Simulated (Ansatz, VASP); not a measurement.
Two plane-wave programs on Te2Mo

The input INCAR:

```
PREC = Accurate
ENCUT = 520
EDIFF = 1E-6
ISMEAR = -1
SIGMA = 0.02
LREAL = F
LASPH = T
NELM = 80
ALGO = Normal
ISIF = 2
LWAVE = F
LCHARG = T
GGA = PE
LELF = T
LVHAR = T
NBANDS = 35
```

The input KPOINTS:

```
Automatic mesh
0
Gamma
  12 12 2
```

The input POSCAR:

```
Te2Mo
1.0
    3.5421311455      0.0000000000      0.0000000000
   -1.7710655727      3.0675755555      0.0000000000
    0.0000000000      0.0000000000     13.7513718072
Mo Te
2 4
Direct
    0.3333333333      0.6666666667      0.2500000000
    0.6666666667      0.3333333333      0.7500000000
    0.6666666667      0.3333333333      0.3799782795
    0.6666666667      0.3333333333      0.1200217205
    0.3333333333      0.6666666667      0.8799782795
    0.3333333333      0.6666666667      0.6200217205
```

Input for Ansatz:

```yaml
crystal:
  lattice:
    - [3.5421311455, 0.0, 0.0]
    - [-1.7710655727, 3.0675755555, 0.0]
    - [0.0, 0.0, 13.7513718072]
  atoms:
    - { symbol: Mo, position: [0.3333333333, 0.6666666667, 0.25] }
    - { symbol: Mo, position: [0.6666666667, 0.3333333333, 0.75] }
    - { symbol: Te, position: [0.6666666667, 0.3333333333, 0.3799782795] }
    - { symbol: Te, position: [0.6666666667, 0.3333333333, 0.1200217205] }
    - { symbol: Te, position: [0.3333333333, 0.6666666667, 0.8799782795] }
    - { symbol: Te, position: [0.3333333333, 0.6666666667, 0.6200217205] }
kpoints:
  mp_grid: { grid: [12, 12, 2] }
  band_path:
    path:
      - [0.0, 0.0, 0.0]
      - [0.5, 0.0, 0.0]
      - [0.3333333333, 0.3333333333, 0.0]
      - [0.0, 0.0, 0.5]
      - [0.5, 0.0, 0.5]
      - [0.3333333333, 0.3333333333, 0.5]
      - [0.195312, 0.197917, 0.0]
    npoints: 1
hamiltonian:
  xc: pbe
scf:
  occupations: { method: fermi_dirac, width: 0.02 }
  n_extra_bands: 5
output:
  forces: true
  stress: true
  eigenvalues: true
```

Change from the starting cell: uniaxial_z strain -3.0%.

Alike in both runs: task single point; functional PBE; k mesh 12 × 12 × 2; occupations fermi-dirac, width 0.02 eV; no spin polarisation.

|  | VASP | Ansatz |
| --- | --- | --- |
| version | VASP 6.6.1 | Ansatz 0.2.0 |
| potentials or method | VASP PAW PBE potentials, release 64 (Mo_sv, Te) | plane waves, PAW |
| plane-wave cutoff (eV) | 520 | 420 |
| valence electrons in the cell | 52 | 92 |

```csv
,VASP,Ansatz,Ansatz less VASP
pressure (GPa),2.8,2.8,-0.01
"traceless stress, the component that is largest in VASP (GPa)",1.65,1.59,-0.059
rms of the force components (eV/Å),0.114,0.107,-0.0071
```

Atom by atom the forces differ by 0.007 eV/Å (rms over components). VASP's potentials hold 52 valence electrons a cell and Ansatz's 92, so a difference there can come from the potentials and not from the codes.

Neither program's run includes spin-orbit coupling.
